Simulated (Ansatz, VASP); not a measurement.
**One calculation of RbRu2, two programs**

```
Rb Ru
1.0
     3.79719    0.00000    0.00000
    -1.89860    3.28847    0.00000
     0.00000    0.00000    6.51538
Rb Ru
1 2
Cartesian
  0.0000 0.0000 0.0000
  0.0000 2.1923 2.8284
  1.8986 1.0962 3.6869
```

Alike in both runs: task relaxation of cell and atoms; functional PBE; k mesh 6 × 6 × 4; occupations gaussian, width 0.1 eV; no spin polarisation.

|  | VASP | Ansatz |
| --- | --- | --- |
| version | VASP 6.6.1 | Ansatz 0.2.0 |
| potentials or method | VASP PAW PBE potentials, release 64 (Rb_sv, Ru_pv), cutoff 600 eV | scalar-relativistic, plane waves, PAW |
| valence electrons in the cell | 37 | 41 |

```tsv
	VASP	Ansatz	Ansatz less VASP
gap on the k mesh at the Fermi level, each at its own relaxed structure (eV)	none	none	-
relaxed volume (Å³/atom)	27.36	27.31	-0.046
relaxed cell length with the largest relative difference (Å)	3.804	3.800	-0.0039
```

A gap of «none» marks a metal or a gap that the smearing closes. VASP's potentials hold 37 valence electrons a cell and Ansatz's 41, so a difference there can come from the potentials and not from the codes.
